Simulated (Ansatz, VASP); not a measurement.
**AlGaN2: VASP beside Ansatz**

INCAR

```
  PREC = Accurate
  ENCUT = 520
  EDIFF = 1E-7
  ISMEAR = 0
  SIGMA = 0.05
  LREAL = False
  LASPH = True
  NELM = 100
  ALGO = Normal
  ISIF = 2
  LWAVE = False
  LCHARG = False
  NBANDS = 21
```

The input KPOINTS:

```
regular mesh
0
Gamma
  8 8 6
```

POSCAR

```
AlGaN2
1.0
    3.0374043075      0.0000000000      0.0000000000
    0.0000000000      3.0374043075      0.0000000000
    0.0000000000      0.0000000000      4.4939384225
Al Ga N
1 1 2
Direct
    0.5000000000      0.5000000000      0.5000000000
    0.0000000000      0.0000000000      0.0000000000
    0.5000000000      0.0000000000      0.7400513246
    0.0000000000      0.5000000000      0.2599486754
```

Input for Ansatz:

```yaml
crystal:
  lattice:
    - [3.0374043075, 0.0, 0.0]
    - [0.0, 3.0374043075, 0.0]
    - [0.0, 0.0, 4.4939384225]
  atoms:
    - { symbol: Al, position: [0.5, 0.5, 0.5] }
    - { symbol: Ga, position: [0.0, 0.0, 0.0] }
    - { symbol: "N", position: [0.5, 0.0, 0.7400513246] }
    - { symbol: "N", position: [0.0, 0.5, 0.2599486754] }
basis:
  ecutwfc: 420
kpoints:
  mp_grid: { grid: [8, 8, 6] }
hamiltonian:
  xc: lda
scf:
  occupations: { method: gaussian, width: 0.05 }
output:
  forces: true
  stress: true
  eigenvalues: true
  write_density: true
  write_potential: true
  elf: true
  volumetric_format: npy
```

Change from the starting cell: strain -0.025 along x and y, +0.025 along z, atoms carried along.

Alike in both runs: task single point; functional LDA; k mesh 8 × 8 × 6; occupations gaussian, width 0.05 eV; no spin polarisation.

```csv
,VASP,Ansatz
version,VASP 6.6.1,Ansatz 0.2.0
potentials or method,"VASP PAW LDA potentials, release 64 (Al, Ga_d, N), cutoff 520 eV","scalar-relativistic, plane waves, PAW"
valence electrons in the cell,26,26
```

Ansatz gave:

| Item | Value |
| --- | --- |
| gap on the k mesh at the Fermi level (eV) | 3.10 |
| least direct gap on the mesh (eV) | 3.16 |
| pressure (GPa) | 5.5 |
| traceless stress, the component that is largest in VASP (GPa) | -4.96 |
| rms of the force components (eV/Å) | 0.032 |

Problem. Which values does VASP return?

Solution. gap on the k mesh at the Fermi level (eV): 3.08; least direct gap on the mesh (eV): 3.17; pressure (GPa): 6.5; traceless stress, the component that is largest in VASP (GPa): -4.91; rms of the force components (eV/Å): 0.020.

LDA's correlation is that of Perdew and Zunger in VASP and of Perdew and Wang (1992) in Ansatz. Atom by atom the forces differ by 0.013 eV/Å (rms over components).
